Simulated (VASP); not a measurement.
# Hf (P6_3/mmc) in VASP: notebook

The runs below take Hf through single point, with PBEsol.

Program: VASP 6.6.1. These are calculated values, not measurements. Logs are shortened: lines on timing, memory, paths and dates and some standing lists are left out, and cuts for length are marked.

**1. The cell of the first run**

Symmetry: P6_3/mmc, No. 194, hexagonal system. The conventional cell has a = 3.200 Å, b = 3.200 Å, c = 5.062 Å, α = 90.00°, β = 90.00°, γ = 120.00°. Hf (site symmetry -6m2) has 12 Hf at 3.13 to 3.20 Å within 4.1 Å.

**2. Single point, PBEsol, non-collinear spin, zero start, spin-orbit coupling**

Input file INCAR:

```
SYSTEM = Hf
PREC = Accurate
ENCUT = 520
EDIFF = 1E-7
ISMEAR = 0
SIGMA = 0.05
LREAL = .FALSE.
LASPH = .TRUE.
NELM = 150
ALGO = Normal
ISIF = 2
LWAVE = .FALSE.
LCHARG = .FALSE.
MAGMOM = 0 0 0 0 0 0
LORBIT = 11
LSORBIT = .TRUE.
GGA_COMPAT = .FALSE.
LORBMOM = .TRUE.
LMAXMIX = 4
GGA = PS
NBANDS = 32
```

Input file KPOINTS:

```
Automatic mesh
0
G
  6 6 4
  0 0 0
```

Input file POSCAR:

```
Hf
1.0
    3.2000007099      0.0000000000      0.0000000000
   -1.6000003549      2.7712819069      0.0000000000
    0.0000000000      0.0000000000      5.0624011231
Hf
2
Direct
    0.3333333333      0.6666666667      0.7500000000
    0.6666666667      0.3333333333      0.2500000000
```

Potentials or basis: VASP PAW PBE potentials, release 64 (Hf_pv).

Run with:

```bash
$ cat potpaw_PBE.64/Hf_pv/POTCAR > POTCAR
$ mpirun -np 1 vasp_ncl > vasp.out
```

OUTCAR:

```text
SYSTEM = Hf
   PREC = Accurate
   ENCUT = 520
   EDIFF = 1E-7
   ISMEAR = 0
   LREAL = .FALSE.
   LASPH = .TRUE.
   NELM = 150
   ISIF = 2
   LORBIT = 11
   LSORBIT = .TRUE.
   GGA = PS

 ion  position               nearest neighbor table
   1  0.333  0.667  0.750-   2 3.13   2 3.13   2 3.13   2 3.13   2 3.13   2 3.13
   2  0.667  0.333  0.250-   1 3.13   1 3.13   1 3.13   1 3.13   1 3.13   1 3.13

  LATTYP: Found a hexagonal cell.
 ALAT       =     3.2000007099
 C/A-ratio  =     1.5820000000

  Lattice vectors:

 A1 = (   3.2000007099,   0.0000000000,   0.0000000000)
 A2 = (  -1.6000003549,   2.7712819069,   0.0000000000)
 A3 = (   0.0000000000,   0.0000000000,   5.0624011231)

Analysis of symmetry for initial positions (statically):
=====================================================================
 Subroutine PRICEL returns:
 Original cell was already a primitive cell.

 Routine SETGRP: Setting up the symmetry group for a
 hexagonal supercell.

 Subroutine GETGRP returns: Found 24 space group operations
 (whereof 12 operations were pure point group operations)
 out of a pool of 24 trial point group operations.

The static configuration has the point symmetry D_3d.
 The point group associated with its full space group is D_6h.

Analysis of symmetry for dynamics (positions and initial velocities):
=====================================================================
 Subroutine PRICEL returns:
 Original cell was already a primitive cell.

 Routine SETGRP: Setting up the symmetry group for a
 hexagonal supercell.

 Subroutine GETGRP returns: Found 24 space group operations
 (whereof 12 operations were pure point group operations)
 out of a pool of 24 trial point group operations.

The dynamic configuration has the point symmetry D_3d.
 The point group associated with its full space group is D_6h.

Analysis of structural, dynamic, and magnetic symmetry:
=====================================================================
 Subroutine PRICEL returns:
 Original cell was already a primitive cell.

 Routine SETGRP: Setting up the symmetry group for a
 hexagonal supercell.

 Subroutine GETGRP returns: Found 24 space group operations
 (whereof 12 operations were pure point group operations)
 out of a pool of 24 trial point group operations.

The overall configuration has the point symmetry D_3d.
 The point group associated with its full space group is D_6h.

 Subroutine INISYM returns: Found 24 space group operations
 (whereof 12 operations are pure point group operations),
 and found     1 'primitive' translations

----------------------------------------------------------------------------------------

                                     Primitive cell

  volume of cell :      44.8939

  direct lattice vectors                    reciprocal lattice vectors
     3.200000710  0.000000000  0.000000000     0.312499931  0.180421919  0.000000000
    -1.600000355  2.771281907  0.000000000     0.000000000  0.360843838  0.000000000
     0.000000000  0.000000000  5.062401123     0.000000000  0.000000000  0.197534722

  length of vectors
     3.200000710  3.200000710  5.062401123     0.360843838  0.360843838  0.197534722

  position of ions in fractional coordinates (direct lattice)
     0.333333333  0.666666667  0.750000000
     0.666666667  0.333333333  0.250000000

  ion indices of the primitive-cell ions
   primitive index   ion index
                 1           1
                 2           2

----------------------------------------------------------------------------------------

 KPOINTS: Automatic mesh

Automatic generation of k-mesh.
 Grid dimensions read from file:
 generate k-points for:    6    6    4

 Generating k-lattice:

  Cartesian coordinates                     Fractional coordinates (reciprocal lattice)
     0.052083322  0.030070320  0.000000000     0.166666667  0.000000000  0.000000000
     0.000000000  0.060140640  0.000000000     0.000000000  0.166666667  0.000000000
     0.000000000  0.000000000  0.049383681     0.000000000  0.000000000  0.250000000

  Length of vectors
     0.060140640  0.060140640  0.049383681

  Shift w.r.t. Gamma in fractional coordinates (k-lattice)
     0.000000000  0.000000000  0.000000000

 Subroutine IBZKPT returns following result:
 ===========================================

 Found     21 irreducible k-points:

 Following reciprocal coordinates:
            Coordinates               Weight
  0.000000  0.000000  0.000000      1.000000
[... 44 lines left out ...]
   ISIF   =      2    stress and relaxation
   ISYM   =      2    0-nonsym 1-usesym 2-fastsym
   POTIM  = 0.5000    time-step for ionic-motion
   TEBEG  =    0.0;   TEEND  =   0.0 temperature during run
   PSTRESS=    0.0 pullay stress
   NELECT =      20.0000    total number of electrons
   NUPDOWN=      -1.0000    fix difference up-down
   EMIN   =  10.00;   EMAX   =-10.00  energy-range for DOS
   EFERMI =   0.00;   METHOD = LEGACY
   ISMEAR =     0;   SIGMA  =   0.05  broadening in eV -4-tet -1-fermi 0-gaus
   EFERMI_NEDOS =   21; number of points for ismear=-14 and -15
   IALGO  =     38    algorithm
   IMIX   =      4    mixing-type and parameters
     AMIX     =   0.40;   BMIX     =  1.00
     AMIX_MAG =   1.60;   BMIX_MAG =  1.00
  volume/ion in A,a.u.               =      22.45       151.48
  Fermi-wavevector in a.u.,A,eV,Ry     =   1.250323  2.362769 21.270107  1.563309
  Thomas-Fermi vector in A             =   2.384323
   LORBIT       =     11    0 simple, 1 ext, 2 COOP (PROOUT), +10 PAW based schemes
   GGA     = PS    functional components
   LHFCALC =     F    Hartree Fock is set to
   AEXX    =    0.0000 exact exchange contribution
   IVDW    =     0    specifies the selected vdW correction
   LEPSILON=     F    determine dielectric tensor
   LRPA    =     F    only Hartree local field effects (RPA)
 Gauss-broadening in eV      SIGMA  =   0.05
  energy-cutoff  :      520.00
  volume of cell :       44.89
 maximum number of plane-waves:      2472
 NGX is ok and might be reduce to    24
   NGX = 11   NGY = 11   NGZ = 19

 number of electron      20.0000005 magnetization      -0.0000000     -0.0000000     -0.0000000

 number of electron      20.0000005 magnetization       0.0000000      0.0000000     -0.0000000

 number of electron      20.0000005 magnetization       0.0000000     -0.0000000     -0.0000000

 number of electron      20.0000005 magnetization       0.0000000      0.0000000      0.0000000

 Free energy of the ion-electron system (eV)
  ---------------------------------------------------
  ext. energy  EPLUGINS =         0.00000000
  ---------------------------------------------------
  free energy    TOTEN  =       -22.32583565 eV

  energy without entropy =      -22.32170329  energy(sigma->0) =      -22.32376947

 E-fermi :   4.7827     XC(G=0): -11.3778

 val. band max:        4.7570690944   @ k =   0.3333   0.1667   0.5000
 cond. band min:       4.8129596240   @ k =   0.1667  -0.0000   0.2500
 fundamental gap:      0.0558905295
 Fermi energy:         4.7827428181

 k-point     1 :       0.0000    0.0000    0.0000
  band No.  band energies     occupation
      1     -30.5714      1.00000
      2     -30.5714      1.00000
      3     -30.3142      1.00000
      4     -30.3142      1.00000
      5     -23.9244      1.00000
      6     -23.9244      1.00000
[... 724 lines left out ...]
     31       9.7712      0.00000
     32       9.7712      0.00000

------------------------ aborting loop because EDIFF is reached ----------------------------------------

  FORCE on cell =-STRESS in cart. coord.  units (eV):
  Direction    XX          YY          ZZ          XY          YZ          ZX
  --------------------------------------------------------------------------------------
  -------------------------------------------------------------------------------------
  Total       -1.3249970     -1.3249970     -1.2074463     -0.0000000      0.0000000      0.0000000
  in kB      -47.2866056    -47.2866056    -43.0914462     -0.0000000      0.0000000      0.0000000
  external PRESSURE =     -45.8882191 kB  Pullay stress =       0.0000000 kB

 VOLUME and BASIS-vectors are now :
 -----------------------------------------------------------------------------
  energy-cutoff  :      520.00
  volume of cell :       44.89
      direct lattice vectors                 reciprocal lattice vectors
     3.200000710  0.000000000  0.000000000     0.312499931  0.180421919  0.000000000
    -1.600000355  2.771281907  0.000000000     0.000000000  0.360843838  0.000000000
     0.000000000  0.000000000  5.062401123     0.000000000  0.000000000  0.197534722

 POSITION                                       TOTAL-FORCE (eV/Angst)
 -----------------------------------------------------------------------------------
     -0.00000      1.84752      3.79680        -0.000000      0.000000      0.000000
      1.60000      0.92376      1.26560         0.000000     -0.000000     -0.000000
 -----------------------------------------------------------------------------------
    total drift:                                0.000000     -0.000000     -0.000000

  FREE ENERGIE OF THE ION-ELECTRON SYSTEM (eV)
  ---------------------------------------------------
  free  energy   TOTEN  =       -22.3258356539 eV

  energy  without entropy=      -22.3217032851  energy(sigma->0) =      -22.32376947

 orbital moment (x)

 # of ion     p       d       tot
 ----------------------------------------
  1        -0.000   0.000  -0.000
  2         0.000   0.000   0.000
 ----------------------------------------
           -0.000   0.000   0.000

 orbital moment (y)

 # of ion     p       d       tot
 ----------------------------------------
  1         0.000  -0.000   0.000
  2        -0.000   0.000  -0.000
 ----------------------------------------
            0.000  -0.000   0.000

 orbital moment (z)

 # of ion     p       d       tot
 ----------------------------------------
  1         0.000   0.000   0.000
  2         0.000   0.000   0.000
 ----------------------------------------
            0.000   0.000   0.000

 Spin-Orbit-Coupling matrix elements

 Ion:    1  E_soc:     -1.3624997
 l=   1
     0.0000000    -0.2180825    -0.2203129
    -0.2180825     0.0000000    -0.2180825
    -0.2203129    -0.2180825     0.0000000
 l=   2
     0.0000000    -0.0014378     0.0000000    -0.0014378    -0.0069420
    -0.0014378     0.0000000    -0.0052159    -0.0016472    -0.0014378
     0.0000000    -0.0052159     0.0000000    -0.0052159     0.0000000
    -0.0014378    -0.0016472    -0.0052159     0.0000000    -0.0014378
    -0.0069420    -0.0014378     0.0000000    -0.0014378     0.0000000
 l=   3
     0.0000000     0.0000000     0.0000000     0.0000000     0.0000000     0.0000000     0.0000000
     0.0000000     0.0000000     0.0000000     0.0000000     0.0000000     0.0000000     0.0000000
     0.0000000     0.0000000     0.0000000     0.0000000     0.0000000     0.0000000     0.0000000
     0.0000000     0.0000000     0.0000000     0.0000000     0.0000000     0.0000000     0.0000000
     0.0000000     0.0000000     0.0000000     0.0000000     0.0000000     0.0000000     0.0000000
     0.0000000     0.0000000     0.0000000     0.0000000     0.0000000     0.0000000     0.0000000
     0.0000000     0.0000000     0.0000000     0.0000000     0.0000000     0.0000000     0.0000000

 Ion:    2  E_soc:     -1.3624997
 l=   1
     0.0000000    -0.2180825    -0.2203129
    -0.2180825     0.0000000    -0.2180825
    -0.2203129    -0.2180825     0.0000000
 l=   2
     0.0000000    -0.0014378     0.0000000    -0.0014378    -0.0069420
    -0.0014378     0.0000000    -0.0052159    -0.0016472    -0.0014378
     0.0000000    -0.0052159     0.0000000    -0.0052159     0.0000000
    -0.0014378    -0.0016472    -0.0052159     0.0000000    -0.0014378
    -0.0069420    -0.0014378     0.0000000    -0.0014378     0.0000000
 l=   3
     0.0000000     0.0000000     0.0000000     0.0000000     0.0000000     0.0000000     0.0000000
     0.0000000     0.0000000     0.0000000     0.0000000     0.0000000     0.0000000     0.0000000
     0.0000000     0.0000000     0.0000000     0.0000000     0.0000000     0.0000000     0.0000000
     0.0000000     0.0000000     0.0000000     0.0000000     0.0000000     0.0000000     0.0000000
     0.0000000     0.0000000     0.0000000     0.0000000     0.0000000     0.0000000     0.0000000
     0.0000000     0.0000000     0.0000000     0.0000000     0.0000000     0.0000000     0.0000000
     0.0000000     0.0000000     0.0000000     0.0000000     0.0000000     0.0000000     0.0000000

 total charge

# of ion       s       p       d       tot
------------------------------------------
    1        0.391   6.439   1.554   8.384
    2        0.391   6.439   1.554   8.384
--------------------------------------------------
tot          0.783  12.879   3.107  16.769

 magnetization (x)

# of ion       s       p       d       tot
------------------------------------------
    1        0.000  -0.000   0.000  -0.000
    2        0.000  -0.000   0.000  -0.000
--------------------------------------------------
tot          0.000  -0.000   0.000  -0.000

 magnetization (y)

# of ion       s       p       d       tot
------------------------------------------
    1        0.000   0.000  -0.000   0.000
    2        0.000   0.000   0.000   0.000
--------------------------------------------------
tot          0.000   0.000  -0.000   0.000

 magnetization (z)

# of ion       s       p       d       tot
------------------------------------------
    1        0.000   0.000   0.000   0.000
    2        0.000   0.000   0.000   0.000
--------------------------------------------------
tot          0.000   0.000   0.000   0.000
```

Wall time 72 s (1 thread of Intel Xeon 6975P-C, shared host); peak memory 0.27 GiB.

Results:

```yaml
Free_energy: -22.3258 eV
Pressure: -4.6 GPa
Net_moment: 0.00 μB per cell
Valence_electrons_inside_the_program's_atomic_spheres: Hf 8.38
```

Moments on the atoms (μB; x, y, z):
```
Hf  0.00 0.00 0.00
Hf  0.00 0.00 0.00
```

Caveat: the k points lie up to 0.38 Å⁻¹ apart; the PAW data sets were made with another functional, which shifts forces and pressure a little.

(Continued in part 2 of 2.)
